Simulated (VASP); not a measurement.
# HfN in VASP: further runs

The runs below take HfN through electric field gradients, with PBE.

All numbers are computed with VASP 6.6.1; they aren't measurements. Logs are shortened: lines on timing, memory, paths and dates and some standing lists are left out, and cuts for length are marked.

### 1 The cell of the first run

The structure is trigonal, space group R-3m (No. 166). Conventional cell: a = 3.147 Å, b = 3.147 Å, c = 8.060 Å, α = 90.00°, β = 90.00°, γ = 120.00°. Within 3.0 Å of Hf (site symmetry -3m) lie 6 N at 2.26 Å. N (site symmetry -3m) has 6 Hf at 2.26 Å within 3.0 Å.

### 2 Electric field gradients, PBE (equal xy, yz and zx shear strains of +3 %)

INCAR

```
SYSTEM = HfN
  PREC = Accurate
  ENCUT = 520
  EDIFF = 1E-8
  ISMEAR = -1
  SIGMA = 0.03
  LREAL = .False.
  LASPH = .True.
  NELM = 60
  ALGO = Normal
  ISIF = 2
  LWAVE = .False.
  LCHARG = .False.
  GGA = PE
  LEFG = .True.
  NBANDS = 14
```

KPOINTS

```
Automatic mesh
0
Gamma
  10 10 10
  0 0 0
```

POSCAR

```
HfN
1.0
    0.0677700000      2.2928850000      2.2928850000
    2.2928850000      0.0677700000      2.2928850000
    2.2928850000      2.2928850000      0.0677700000
Hf N
1 1
Direct
    0.0000000000      0.0000000000      0.0000000000
    0.5000000000      0.5000000000      0.5000000000
```

Potentials or basis: VASP PAW PBE potentials, release 64 (Hf_pv, N).

The run is started by

```bash
> cat potpaw_PBE.64/Hf_pv/POTCAR potpaw_PBE.64/N/POTCAR > POTCAR
> mpirun -np 1 vasp_std > vasp.out
```

OUTCAR:

```text
SYSTEM = HfN
   PREC = Accurate
   ENCUT = 520
   EDIFF = 1E-8
   ISMEAR = -1
   LREAL = .False.
   LASPH = .True.
   NELM = 60
   ISIF = 2
   GGA = PE

 ion  position               nearest neighbor table
   1  0.000  0.000  0.000-   2 2.26   2 2.26   2 2.26   2 2.26   2 2.26   2 2.26
   2  0.500  0.500  0.500-   1 2.26   1 2.26   1 2.26   1 2.26   1 2.26   1 2.26

  LATTYP: Found a trigonal (rhomboedric) cell.
 ALAT       =     3.2433371732
 COS(alpha) =     0.5293254421

  Lattice vectors:

 A1 = (   0.0677700000,   2.2928850000,   2.2928850000)
 A2 = (   2.2928850000,   0.0677700000,   2.2928850000)
 A3 = (   2.2928850000,   2.2928850000,   0.0677700000)

Analysis of symmetry for initial positions (statically):
=====================================================================
 Subroutine PRICEL returns:
 Original cell was already a primitive cell.

 Routine SETGRP: Setting up the symmetry group for a
 trigonal (rhombohedral) supercell.

 Subroutine GETGRP returns: Found 12 space group operations
 (whereof 12 operations were pure point group operations)
 out of a pool of 12 trial point group operations.

The static configuration has the point symmetry D_3d.

Analysis of symmetry for dynamics (positions and initial velocities):
=====================================================================
 Subroutine PRICEL returns:
 Original cell was already a primitive cell.

 Routine SETGRP: Setting up the symmetry group for a
 trigonal (rhombohedral) supercell.

 Subroutine GETGRP returns: Found 12 space group operations
 (whereof 12 operations were pure point group operations)
 out of a pool of 12 trial point group operations.

The dynamic configuration has the point symmetry D_3d.

 Subroutine INISYM returns: Found 12 space group operations
 (whereof 12 operations are pure point group operations),
 and found     1 'primitive' translations

----------------------------------------------------------------------------------------

                                     Primitive cell

  volume of cell :      23.0403

  direct lattice vectors                    reciprocal lattice vectors
     0.067770000  2.292885000  2.292885000    -0.227979926  0.221435048  0.221435048
     2.292885000  0.067770000  2.292885000     0.221435048 -0.227979926  0.221435048
     2.292885000  2.292885000  0.067770000     0.221435048  0.221435048 -0.227979926

  length of vectors
     3.243337173  3.243337173  3.243337173     0.387352304  0.387352304  0.387352304

  position of ions in fractional coordinates (direct lattice)
     0.000000000  0.000000000  0.000000000
     0.500000000  0.500000000  0.500000000

  ion indices of the primitive-cell ions
   primitive index   ion index
                 1           1
                 2           2

----------------------------------------------------------------------------------------

 KPOINTS: Automatic mesh

Automatic generation of k-mesh.
 Grid dimensions read from file:
 generate k-points for:   10   10   10

 Generating k-lattice:

  Cartesian coordinates                     Fractional coordinates (reciprocal lattice)
    -0.022797993  0.022143505  0.022143505     0.100000000 -0.000000000 -0.000000000
     0.022143505 -0.022797993  0.022143505    -0.000000000  0.100000000 -0.000000000
     0.022143505  0.022143505 -0.022797993    -0.000000000 -0.000000000  0.100000000

  Length of vectors
     0.038735230  0.038735230  0.038735230

  Shift w.r.t. Gamma in fractional coordinates (k-lattice)
     0.000000000  0.000000000  0.000000000

 Subroutine IBZKPT returns following result:
 ===========================================

 Found    116 irreducible k-points:

 Following reciprocal coordinates:
            Coordinates               Weight
  0.000000  0.000000  0.000000      1.000000
  0.100000  0.000000  0.000000      6.000000
  0.200000  0.000000  0.000000      6.000000
  0.300000 -0.000000 -0.000000      6.000000
  0.400000 -0.000000 -0.000000      6.000000
  0.500000  0.000000 -0.000000      3.000000
[... 16 lines left out ...]
  0.300000  0.300000  0.000000      6.000000
  0.400000  0.300000 -0.000000     12.000000
 [... further k-points ...]
   k-points           NKPTS =    116   k-points in BZ     NKDIM =    116   number of bands    NBANDS=     14
   number of dos      NEDOS =    301   number of ions     NIONS =      2
   total plane-waves  NPLWV =  13824
   dimension x,y,z NGX =    24 NGY =   24 NGZ =   24
   dimension x,y,z NGXF=    48 NGYF=   48 NGZF=   48
   ions per type =               1   1
   NGX,Y,Z   is equivalent  to a cutoff of  12.30, 12.30, 12.30 a.u.
   NGXF,Y,Z  is equivalent  to a cutoff of  24.60, 24.60, 24.60 a.u.
 SYSTEM =  HfN
   PREC   = accura    normal or accurate (medium, high low for compatibility)
   ISTART =      0    job   : 0-new  1-cont  2-samecut
   ICHARG =      2    charge: 1-file 2-atom 10-const
   ISPIN  =      1    spin polarized calculation?
   LNONCOLLINEAR =      F non collinear calculations
   LSORBIT =      F    spin-orbit coupling
   LASPH  =      T    aspherical Exc in radial PAW
   ENCUT  =  520.0 eV  38.22 Ry    6.18 a.u.   6.03  6.03  6.03*2*pi/ulx,y,z
   NELM   =     60;   NELMIN=  2; NELMDL= -5     # of ELM steps
   EDIFF  = 0.1E-07   stopping-criterion for ELM
   LREAL  =      F    real-space projection
   EDIFFG = 0.1E-06   stopping-criterion for IOM
   NSW    =      0    number of steps for IOM
   IBRION =     -1    ionic relax: 0-MD 1-quasi-New 2-CG
   NFREE  =      0    steps in history (QN), initial steepest desc. (CG)
   ISIF   =      2    stress and relaxation
   ISYM   =      2    0-nonsym 1-usesym 2-fastsym
   POTIM  = 0.5000    time-step for ionic-motion
   TEBEG  =    0.0;   TEEND  =   0.0 temperature during run
   PSTRESS=    0.0 pullay stress
   NELECT =      15.0000    total number of electrons
   NUPDOWN=      -1.0000    fix difference up-down
   EMIN   =  10.00;   EMAX   =-10.00  energy-range for DOS
   EFERMI =   0.00;   METHOD = LEGACY
   ISMEAR =    -1;   SIGMA  =   0.03  broadening in eV -4-tet -1-fermi 0-gaus
   EFERMI_NEDOS =   21; number of points for ismear=-14 and -15
   IALGO  =     38    algorithm
   IMIX   =      4    mixing-type and parameters
     AMIX     =   0.40;   BMIX     =  1.00
     AMIX_MAG =   1.60;   BMIX_MAG =  1.00
  volume/ion in A,a.u.               =      11.52        77.74
  Fermi-wavevector in a.u.,A,eV,Ry     =   1.418870  2.681275 27.391123  2.013191
  Thomas-Fermi vector in A             =   2.539950
   LORBIT       =      0    0 simple, 1 ext, 2 COOP (PROOUT), +10 PAW based schemes
   GGA     = PE    functional components
   LHFCALC =     F    Hartree Fock is set to
   AEXX    =    0.0000 exact exchange contribution
   IVDW    =     0    specifies the selected vdW correction
   LEPSILON=     F    determine dielectric tensor
   LRPA    =     F    only Hartree local field effects (RPA)
 non-spin polarized calculation
  energy-cutoff  :      520.00
  volume of cell :       23.04
 maximum number of plane-waves:       636
   NGX = 13   NGY = 13   NGZ = 13

 number of electron      14.9999999 magnetization

 Free energy of the ion-electron system (eV)
  ---------------------------------------------------
  ext. energy  EPLUGINS =         0.00000000
  ---------------------------------------------------
  free energy    TOTEN  =       -21.72776645 eV

  energy without entropy =      -21.72611674  energy(sigma->0) =      -21.72694160

 E-fermi :   8.4324     XC(G=0): -12.7362

 val. band max:        8.4232466810   @ k =  -0.2000   0.4000   0.2000
 cond. band min:       8.4666754056   @ k =  -0.1000   0.1000   0.0000
 fundamental gap:      0.0434287245
 Fermi energy:         8.4323788406

 k-point     1 :       0.0000    0.0000    0.0000
  band No.  band energies     occupation
      1     -22.7995      2.00000
      2     -22.7438      2.00000
      3     -22.7438      2.00000
      4      -9.1190      2.00000
      5       5.2082      2.00000
      6       5.4575      2.00000
      7       5.4575      2.00000
      8       7.5293      2.00000
      9       8.2518      1.99515
     10       8.2518      1.99515
     11      10.2769      0.00000
     12      10.3969      0.00000
     13      10.3969      0.00000
     14      17.9817      0.00000

 k-point     2 :       0.1000    0.0000    0.0000
  band No.  band energies     occupation
      1     -22.8562      2.00000
      2     -22.7980      2.00000
      3     -22.7549      2.00000
      4      -8.8884      2.00000
      5       4.5068      2.00000
      6       4.6781      2.00000
      7       4.9316      2.00000
      8       7.8667      2.00000
      9       8.4179      1.23689
     10       8.5654      0.02344
     11      10.9891      0.00000
     12      11.1441      0.00000
     13      11.1552      0.00000
     14      18.7979      0.00000

 k-point     3 :       0.2000    0.0000    0.0000
  band No.  band energies     occupation
      1     -23.1149      2.00000
      2     -22.8188      2.00000
      3     -22.7840      2.00000
      4      -8.2695      2.00000
      5       2.8452      2.00000
      6       3.6218      2.00000
      7       3.9557      2.00000
      8       8.5877      0.01123
      9       8.8521      0.00000
     10       9.4065      0.00000
     11      12.4518      0.00000
     12      12.8076      0.00000
     13      12.8468      0.00000
     14      20.6009      0.00000
[... 324 lines left out ...]
 k-point    23 :       0.3000    0.3000    0.0000
  band No.  band energies     occupation
      1     -23.3330      2.00000
      2     -22.9899      2.00000
      3     -22.9394      2.00000
      4      -7.8308      2.00000
      5       1.5793      2.00000
      6       4.4146      2.00000
      7       4.6390      2.00000
      8       5.4774      2.00000
      9      11.6451      0.00000
     10      12.0816      0.00000
     11      12.3965      0.00000
     12      12.5881      0.00000
     13      17.3797      0.00000
     14      20.5881      0.00000

 k-point    24 :       0.4000    0.3000   -0.0000
  band No.  band energies     occupation
      1     -23.4410      2.00000
      2     -23.0218      2.00000
      3     -23.0062      2.00000
      4      -7.7168      2.00000
      5       1.8003      2.00000
      6       3.8367      2.00000
      7       4.1597      2.00000
      8       5.9482      2.00000
      9      12.4578      0.00000
     10      12.8260      0.00000
     11      13.1282      0.00000
     12      13.3306      0.00000
     13      17.5362      0.00000
     14      19.8083      0.00000

 [... further k-points ...]
[... 5 lines left out ...]
  --------------------------------------------------------------------------------------
  -------------------------------------------------------------------------------------
  Total        0.4738174      0.4738174      0.4738174     -0.4952230     -0.4952230     -0.4952230
  in kB       32.9483138     32.9483138     32.9483138    -34.4368199    -34.4368199    -34.4368199
  external PRESSURE =      32.9483138 kB  Pullay stress =       0.0000000 kB

 VOLUME and BASIS-vectors are now :
 -----------------------------------------------------------------------------
  energy-cutoff  :      520.00
  volume of cell :       23.04
      direct lattice vectors                 reciprocal lattice vectors
     0.067770000  2.292885000  2.292885000    -0.227979926  0.221435048  0.221435048
     2.292885000  0.067770000  2.292885000     0.221435048 -0.227979926  0.221435048
     2.292885000  2.292885000  0.067770000     0.221435048  0.221435048 -0.227979926

 POSITION                                       TOTAL-FORCE (eV/Angst)
 -----------------------------------------------------------------------------------
      0.00000      0.00000      0.00000         0.000000      0.000000     -0.000000
      2.32677      2.32677      2.32677        -0.000000     -0.000000      0.000000
 -----------------------------------------------------------------------------------
    total drift:                                0.000000     -0.000000     -0.000000

  FREE ENERGIE OF THE ION-ELECTRON SYSTEM (eV)
  ---------------------------------------------------
  free  energy   TOTEN  =       -21.7277664541 eV

  energy  without entropy=      -21.7261167389  energy(sigma->0) =      -21.72694160

 Electric field gradients (V/A^2)
---------------------------------------------------------------------
 ion       V_xx      V_yy      V_zz      V_xy      V_xz      V_yz
---------------------------------------------------------------------
   1       0.000    -0.000    -0.000   -11.007   -11.007   -11.007
   2      -0.000     0.000     0.000     1.810     1.810     1.810
---------------------------------------------------------------------

 Electric field gradients after diagonalization (V/A^2)
 (convention: |V_zz| > |V_xx| > |V_yy|)
----------------------------------------------------------------------
 ion       V_xx      V_yy      V_zz     asymmetry (V_yy - V_xx)/ V_zz
----------------------------------------------------------------------
   1      11.007    11.007   -22.014       0.000
   2      -1.810    -1.810     3.619       0.000
----------------------------------------------------------------------

           NMR quadrupolar parameters

 Cq : quadrupolar parameter    Cq=e*Q*V_zz/h
 eta: asymmetry parameters     (V_yy - V_xx)/ V_zz
 Q  : nuclear electric quadrupole moment in mb (millibarn)
----------------------------------------------------------------------
 ion       Cq(MHz)       eta       Q (mb)
----------------------------------------------------------------------
   1      -0.053       0.000       1.000
   2       0.009       0.000       1.000
----------------------------------------------------------------------
```

Wall time 17 s (1 thread of Intel Xeon Platinum 8488C (Sapphire Rapids), shared host); peak memory 0.16 GiB.

Results:

```
Free energy : -21.7278 eV
Pressure    : 3.3 GPa
```

Electric field gradients, principal values (V/Å²):
| atom | least | middle | greatest (by size) |
| --- | --- | --- | --- |
| 1 Hf | 11.007 | 11.007 | -22.014 |
| 2 N | -1.810 | -1.810 | 3.619 |

Caveat: the cell differs from its parent crystal (equal xy, yz and zx shear strains of +3 %); without QUAD_EFG the Cq values of the log hold for a quadrupole moment of 1 mb, not for the nuclei; spin-orbit coupling is left out, which moves the levels of the heavy elements.

(Continued in part 2 of 3.)
